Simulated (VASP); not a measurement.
# HfN (F-43m) in VASP: a series of runs

Runs on HfN. Level: LDA. Tasks: single point.

Program: VASP 6.6.1. These are calculated values, not measurements. Logs are shortened: lines on timing, memory, paths and dates and some standing lists are left out, and cuts for length are marked.

## Step 1: The cell of the first run

Symmetry: F-43m, No. 216, cubic system. Conventional cell: a = 4.910 Å, b = 4.910 Å, c = 4.910 Å, α = 90.00°, β = 90.00°, γ = 90.00°. Within 2.8 Å of Hf (site symmetry -43m) lie 4 N at 2.13 Å. N (site symmetry -43m) has 4 Hf at 2.13 Å within 2.8 Å.

## Step 2: Single point, LDA

INCAR

```
SYSTEM = HfN
ALGO = Normal ; EDIFF = 1E-6
ENCUT = 600 ; GGA = CA
GGA_COMPAT = .False. ; ISIF = 2
ISMEAR = 1 ; LASPH = .True.
LCHARG = .False. ; LREAL = .False.
LWAVE = .False. ; NBANDS = 14
NELM = 120 ; PREC = Accurate
SIGMA = 0.05
```

KPOINTS

```
k-points
0
Gamma
  6 6 6
  0 0 0
```

POSCAR

```
HfN
1.0
    0.0000000000      2.4548200000      2.4548200000
    2.4548200000      0.0000000000      2.4548200000
    2.4548200000      2.4548200000      0.0000000000
Hf N
1 1
Direct
    0.0000000000      0.0000000000      0.0000000000
    0.7500000000      0.7500000000      0.7500000000
```

Potentials or basis: VASP PAW LDA potentials, release 64 (Hf_pv, N).

On the command line:

```sh
cat potpaw_LDA.64/Hf_pv/POTCAR potpaw_LDA.64/N/POTCAR > POTCAR
mpirun -np 1 vasp_std > vasp.out
```

OUTCAR:

```text
SYSTEM = HfN
   EDIFF = 1E-6
   ENCUT = 600
   GGA = CA
   ISIF = 2
   ISMEAR = 1
   LASPH = .True.
   LREAL = .False.
   NELM = 120
   PREC = Accurate

 ion  position               nearest neighbor table
   1  0.000  0.000  0.000-   2 2.13   2 2.13   2 2.13   2 2.13
   2  0.750  0.750  0.750-   1 2.13   1 2.13   1 2.13   1 2.13

  LATTYP: Found a face centered cubic cell.
 ALAT       =     4.9096400000

  Lattice vectors:

 A1 = (   0.0000000000,   2.4548200000,   2.4548200000)
 A2 = (   2.4548200000,   0.0000000000,   2.4548200000)
 A3 = (   2.4548200000,   2.4548200000,   0.0000000000)

Analysis of symmetry for initial positions (statically):
=====================================================================
 Subroutine PRICEL returns:
 Original cell was already a primitive cell.

 Routine SETGRP: Setting up the symmetry group for a
 face centered cubic supercell.

 Subroutine GETGRP returns: Found 24 space group operations
 (whereof 24 operations were pure point group operations)
 out of a pool of 48 trial point group operations.

The static configuration has the point symmetry T_d .

Analysis of symmetry for dynamics (positions and initial velocities):
=====================================================================
 Subroutine PRICEL returns:
 Original cell was already a primitive cell.

 Routine SETGRP: Setting up the symmetry group for a
 face centered cubic supercell.

 Subroutine GETGRP returns: Found 24 space group operations
 (whereof 24 operations were pure point group operations)
 out of a pool of 48 trial point group operations.

The dynamic configuration has the point symmetry T_d .

 Subroutine INISYM returns: Found 24 space group operations
 (whereof 24 operations are pure point group operations),
 and found     1 'primitive' translations

----------------------------------------------------------------------------------------

                                     Primitive cell

  volume of cell :      29.5862

  direct lattice vectors                    reciprocal lattice vectors
     0.000000000  2.454820000  2.454820000    -0.203680922  0.203680922  0.203680922
     2.454820000  0.000000000  2.454820000     0.203680922 -0.203680922  0.203680922
     2.454820000  2.454820000  0.000000000     0.203680922  0.203680922 -0.203680922

  length of vectors
     3.471639737  3.471639737  3.471639737     0.352785705  0.352785705  0.352785705

  position of ions in fractional coordinates (direct lattice)
     0.000000000  0.000000000  0.000000000
     0.750000000  0.750000000  0.750000000

  ion indices of the primitive-cell ions
   primitive index   ion index
                 1           1
                 2           2

----------------------------------------------------------------------------------------

 KPOINTS: k-points

Automatic generation of k-mesh.
 Grid dimensions read from file:
 generate k-points for:    6    6    6

 Generating k-lattice:

  Cartesian coordinates                     Fractional coordinates (reciprocal lattice)
    -0.033946820  0.033946820  0.033946820     0.166666667  0.000000000  0.000000000
     0.033946820 -0.033946820  0.033946820     0.000000000  0.166666667  0.000000000
     0.033946820  0.033946820 -0.033946820     0.000000000  0.000000000  0.166666667

  Length of vectors
     0.058797617  0.058797617  0.058797617

  Shift w.r.t. Gamma in fractional coordinates (k-lattice)
     0.000000000  0.000000000  0.000000000

 Subroutine IBZKPT returns following result:
 ===========================================

 Found     16 irreducible k-points:

 Following reciprocal coordinates:
            Coordinates               Weight
  0.000000  0.000000  0.000000      1.000000
  0.166667  0.000000  0.000000      8.000000
  0.333333  0.000000  0.000000      8.000000
  0.500000  0.000000  0.000000      4.000000
  0.166667  0.166667  0.000000      6.000000
  0.333333  0.166667  0.000000     24.000000
[... 8 lines left out ...]
 -0.333333  0.333333  0.166667     24.000000
 -0.333333  0.500000  0.166667     12.000000
   k-points           NKPTS =     16   k-points in BZ     NKDIM =     16   number of bands    NBANDS=     14
   number of dos      NEDOS =    301   number of ions     NIONS =      2
   total plane-waves  NPLWV =  21952
   dimension x,y,z NGX =    28 NGY =   28 NGZ =   28
   dimension x,y,z NGXF=    56 NGYF=   56 NGZF=   56
   ions per type =               1   1
   NGX,Y,Z   is equivalent  to a cutoff of  13.41, 13.41, 13.41 a.u.
   NGXF,Y,Z  is equivalent  to a cutoff of  26.82, 26.82, 26.82 a.u.
 SYSTEM =  HfN
   PREC   = accura    normal or accurate (medium, high low for compatibility)
   ISTART =      0    job   : 0-new  1-cont  2-samecut
   ICHARG =      2    charge: 1-file 2-atom 10-const
   ISPIN  =      1    spin polarized calculation?
   LNONCOLLINEAR =      F non collinear calculations
   LSORBIT =      F    spin-orbit coupling
   LASPH  =      T    aspherical Exc in radial PAW
   ENCUT  =  600.0 eV  44.10 Ry    6.64 a.u.   6.93  6.93  6.93*2*pi/ulx,y,z
   NELM   =    120;   NELMIN=  2; NELMDL= -5     # of ELM steps
   EDIFF  = 0.1E-05   stopping-criterion for ELM
   LREAL  =      F    real-space projection
   EDIFFG = 0.1E-04   stopping-criterion for IOM
   NSW    =      0    number of steps for IOM
   IBRION =     -1    ionic relax: 0-MD 1-quasi-New 2-CG
   NFREE  =      0    steps in history (QN), initial steepest desc. (CG)
   ISIF   =      2    stress and relaxation
   ISYM   =      2    0-nonsym 1-usesym 2-fastsym
   POTIM  = 0.5000    time-step for ionic-motion
   TEBEG  =    0.0;   TEEND  =   0.0 temperature during run
   PSTRESS=    0.0 pullay stress
   NELECT =      15.0000    total number of electrons
   NUPDOWN=      -1.0000    fix difference up-down
   EMIN   =  10.00;   EMAX   =-10.00  energy-range for DOS
   EFERMI =   0.00;   METHOD = LEGACY
   ISMEAR =     1;   SIGMA  =   0.05  broadening in eV -4-tet -1-fermi 0-gaus
   EFERMI_NEDOS =   21; number of points for ismear=-14 and -15
   IALGO  =     38    algorithm
   IMIX   =      4    mixing-type and parameters
     AMIX     =   0.40;   BMIX     =  1.00
     AMIX_MAG =   1.60;   BMIX_MAG =  1.00
  volume/ion in A,a.u.               =      14.79        99.83
  Fermi-wavevector in a.u.,A,eV,Ry     =   1.305396  2.466841 23.185125  1.704059
  Thomas-Fermi vector in A             =   2.436268
   LORBIT       =      0    0 simple, 1 ext, 2 COOP (PROOUT), +10 PAW based schemes
   GGA     = CA    functional components
   LHFCALC =     F    Hartree Fock is set to
   AEXX    =    0.0000 exact exchange contribution
   IVDW    =     0    specifies the selected vdW correction
   LEPSILON=     F    determine dielectric tensor
   LRPA    =     F    only Hartree local field effects (RPA)
 non-spin polarized calculation
 Methfessel and Paxton  Order N= 1 SIGMA  =   0.05
  energy-cutoff  :      600.00
  volume of cell :       29.59
 maximum number of plane-waves:      1002
   NGX = 13   NGY = 13   NGZ = 13

 number of electron      15.0000001 magnetization

 Free energy of the ion-electron system (eV)
  ---------------------------------------------------
  ext. energy  EPLUGINS =         0.00000000
  ---------------------------------------------------
  free energy    TOTEN  =       -23.02085682 eV

  energy without entropy =      -23.02052849  energy(sigma->0) =      -23.02074738

 E-fermi :   5.7956     XC(G=0): -11.5064

 val. band max:        5.4555744577   @ k =   0.5000   0.3333   0.1667
 cond. band min:       5.8251991076   @ k =   0.3333   0.1667   0.0000
 fundamental gap:      0.3696246500
 Fermi energy:         5.7955690658

 k-point     1 :       0.0000    0.0000    0.0000
  band No.  band energies     occupation
      1     -25.3643      2.00000
      2     -25.3643      2.00000
      3     -25.3643      2.00000
      4     -10.3496      2.00000
      5       0.1156      2.00000
      6       0.1156      2.00000
      7       0.1156      2.00000
      8       4.9490      2.00000
      9       7.6893      0.00000
     10       7.6893      0.00000
     11      12.1101      0.00000
     12      12.1101      0.00000
     13      12.1101      0.00000
     14      16.9665      0.00000

 k-point     2 :       0.1667    0.0000    0.0000
  band No.  band energies     occupation
      1     -25.4894      2.00000
      2     -25.3805      2.00000
      3     -25.3805      2.00000
      4     -10.0389      2.00000
      5      -0.3189      2.00000
      6       0.3000      2.00000
      7       0.3000      2.00000
      8       6.2032     -0.00000
      9       7.3685      0.00000
     10       7.3685      0.00000
     11      11.5137      0.00000
     12      12.5277      0.00000
     13      12.5277      0.00000
     14      15.8376      0.00000

 k-point     3 :       0.3333    0.0000    0.0000
  band No.  band energies     occupation
      1     -25.7285      2.00000
      2     -25.4126      2.00000
      3     -25.4126      2.00000
      4      -9.4763      2.00000
      5      -0.4163      2.00000
      6       0.5997      2.00000
      7       0.5997      2.00000
      8       7.4683      0.00000
      9       7.5093      0.00000
     10       7.5093      0.00000
     11      10.5911      0.00000
     12      11.9257      0.00000
     13      11.9257      0.00000
     14      13.7236      0.00000
[... 188 lines left out ...]
 k-point    15 :      -0.3333    0.3333    0.1667
  band No.  band energies     occupation
      1     -25.7615      2.00000
      2     -25.5998      2.00000
      3     -25.4910      2.00000
      4      -8.9248      2.00000
      5       0.0649      2.00000
      6       0.3095      2.00000
      7       1.6424      2.00000
      8       4.8746      2.00000
      9       7.1336      0.00000
     10       8.6233      0.00000
     11      11.1720      0.00000
     12      11.7926      0.00000
     13      13.5291      0.00000
     14      15.8051      0.00000

 k-point    16 :      -0.3333    0.5000    0.1667
  band No.  band energies     occupation
      1     -25.7791      2.00000
      2     -25.5901      2.00000
      3     -25.5300      2.00000
      4      -8.8386      2.00000
      5      -0.6327      2.00000
      6       1.0931      2.00000
      7       2.0202      2.00000
      8       4.3481      2.00000
      9       7.0523      0.00000
     10       9.0744      0.00000
     11      10.4731      0.00000
     12      11.7172      0.00000
     13      15.4996      0.00000
     14      16.4999      0.00000

------------------------ aborting loop because EDIFF is reached ----------------------------------------

  FORCE on cell =-STRESS in cart. coord.  units (eV):
  Direction    XX          YY          ZZ          XY          YZ          ZX
  --------------------------------------------------------------------------------------
  -------------------------------------------------------------------------------------
  Total       -1.8583145     -1.8583145     -1.8583145     -0.0000000     -0.0000000      0.0000000
  in kB     -100.6331006   -100.6331006   -100.6331006     -0.0000000     -0.0000000      0.0000000
  external PRESSURE =    -100.6331006 kB  Pullay stress =       0.0000000 kB

 VOLUME and BASIS-vectors are now :
 -----------------------------------------------------------------------------
  energy-cutoff  :      600.00
  volume of cell :       29.59
      direct lattice vectors                 reciprocal lattice vectors
     0.000000000  2.454820000  2.454820000    -0.203680922  0.203680922  0.203680922
     2.454820000  0.000000000  2.454820000     0.203680922 -0.203680922  0.203680922
     2.454820000  2.454820000  0.000000000     0.203680922  0.203680922 -0.203680922

 POSITION                                       TOTAL-FORCE (eV/Angst)
 -----------------------------------------------------------------------------------
      0.00000      0.00000      0.00000         0.000000     -0.000000     -0.000000
      3.68223      3.68223      3.68223        -0.000000      0.000000      0.000000
 -----------------------------------------------------------------------------------
    total drift:                                0.000000      0.000000      0.000000

  FREE ENERGIE OF THE ION-ELECTRON SYSTEM (eV)
  ---------------------------------------------------
  free  energy   TOTEN  =       -23.0208568246 eV

  energy  without entropy=      -23.0205284931  energy(sigma->0) =      -23.02074738
```

Wall time 4 s (1 thread of Intel Xeon 6975P-C (Granite Rapids), shared host); peak memory 0.14 GiB.

What came out:

```
Free energy : -23.0209 eV
Pressure    : -10.1 GPa
```

Caveat: the k points lie up to 0.37 Å⁻¹ apart; spin-orbit coupling is left out, which moves the levels of the heavy elements.

## Step 3: Single point, LDA

This run uses another cell than the first one, of 14.51 Å³/atom, 0.981 times its volume.

INCAR

```
PREC = Accurate
ENCUT = 600
EDIFF = 1E-6
ISMEAR = 1
SIGMA = 0.05
LREAL = False
LASPH = True
NELM = 120
ALGO = Normal
ISIF = 2
LWAVE = False
LCHARG = False
NBANDS = 14
GGA_COMPAT = False
```

KPOINTS

```
regular mesh
0
Gamma
  6 6 6
```

POSCAR

```
HfN
1.0
    0.0000000000      2.4392258336      2.4392258336
    2.4392258336      0.0000000000      2.4392258336
    2.4392258336      2.4392258336      0.0000000000
Hf N
1 1
Direct
    0.0000000000      0.0000000000      0.0000000000
    0.7500000000      0.7500000000      0.7500000000
```

Potentials or basis: VASP PAW LDA potentials, release 64 (Hf_pv, N).

On the command line:

```sh
cat potpaw_LDA.64/Hf_pv/POTCAR potpaw_LDA.64/N/POTCAR > POTCAR
mpirun -np 1 vasp_std > vasp.out
```

Wall time 4 s (1 thread of Intel Xeon 6975P-C (Granite Rapids), shared host); peak memory 0.14 GiB.

It converged, with:

| Item | Value |
| --- | --- |
| Free energy | -23.0495 eV |
| Pressure | -6.5 GPa |

Levels at points of the mesh, in eV from the Fermi level:
```
           k point  band 4  band 5  band 6  band 7  band 8  band 9  band 10  band 11
(0.00, 0.00, 0.00)  -16.24   -5.77   -5.77   -5.77   -0.80    1.94     1.94     6.44
(0.50, 0.00, 0.00)  -15.08   -5.93   -5.16   -5.16    1.35    2.47     2.47     4.09
(0.50, 0.50, 0.00)  -14.68   -7.24   -3.82   -3.82   -1.33    1.93     3.78     4.49
```

Caveat: the k points lie up to 0.37 Å⁻¹ apart; spin-orbit coupling is left out, which moves the levels of the heavy elements.

## Step 4: Single point, LDA

This run uses another cell than the first one, of 14.06 Å³/atom, 0.950 times its volume.

INCAR

```
SYSTEM = HfN
PREC = Accurate
ENCUT = 600
EDIFF = 1E-6
ISMEAR = 1
SIGMA = 0.05
LREAL = .FALSE.
LASPH = .TRUE.
NELM = 120
ALGO = Normal
ISIF = 2
LWAVE = .FALSE.
LCHARG = .FALSE.
GGA = CA
NBANDS = 14
GGA_COMPAT = .FALSE.
```

KPOINTS

```
Automatic mesh
0
G
  6 6 6
  0 0 0
```

POSCAR

```
HfN
1.0
    0.0000000000      2.4135700516      2.4135700516
    2.4135700516      0.0000000000      2.4135700516
    2.4135700516      2.4135700516      0.0000000000
Hf N
1 1
Direct
    0.0000000000      0.0000000000      0.0000000000
    0.7500000000      0.7500000000      0.7500000000
```

On the command line:

```sh
cat potpaw_LDA.64/Hf_pv/POTCAR potpaw_LDA.64/N/POTCAR > POTCAR
mpirun -np 1 vasp_std > vasp.out
```

It took 4.1 s on 1 thread of Intel Xeon 6975P-C (Granite Rapids), shared host; peak memory 0.13 GiB.

Results (log left out):

```
Free energy : -23.0674 eV
Pressure    : 0.1 GPa
```

Levels at points of the mesh, in eV from the Fermi level:
```csv
k point,band 5,band 6,band 7,band 8,band 9,band 10
"(0.00, 0.00, 0.00)",-5.91,-5.91,-5.91,-0.71,2.03,2.03
"(0.50, 0.00, 0.00)",-5.98,-5.28,-5.28,1.42,2.58,2.58
"(0.50, 0.50, 0.00)",-7.41,-3.84,-3.84,-1.34,2.04,3.96
```

Caveat: the k points lie up to 0.38 Å⁻¹ apart; spin-orbit coupling is left out, which moves the levels of the heavy elements.

## Step 5: Summary

```csv
cell,gap on the mesh (eV),pressure (GPa)
"a = 3.472 Å, angles 60.0°, 2 atoms",none,-10.1
"a = 3.450 Å, angles 60.0°, 2 atoms",none,-6.5
"a = 3.413 Å, angles 60.0°, 2 atoms",none,0.1
```

Alike in all rows: task single point; level LDA; potentials or basis VASP PAW LDA potentials, release 64 (Hf_pv, N); no spin polarisation; k mesh 6 × 6 × 6; cutoff (eV) 600; smearing methfessel-paxton 0.05 eV.

Caveats: all runs use coarse meshes; spin-orbit coupling is left out, which moves the levels of the heavy elements.

Absolute energies hang on the potentials; compare differences alone.
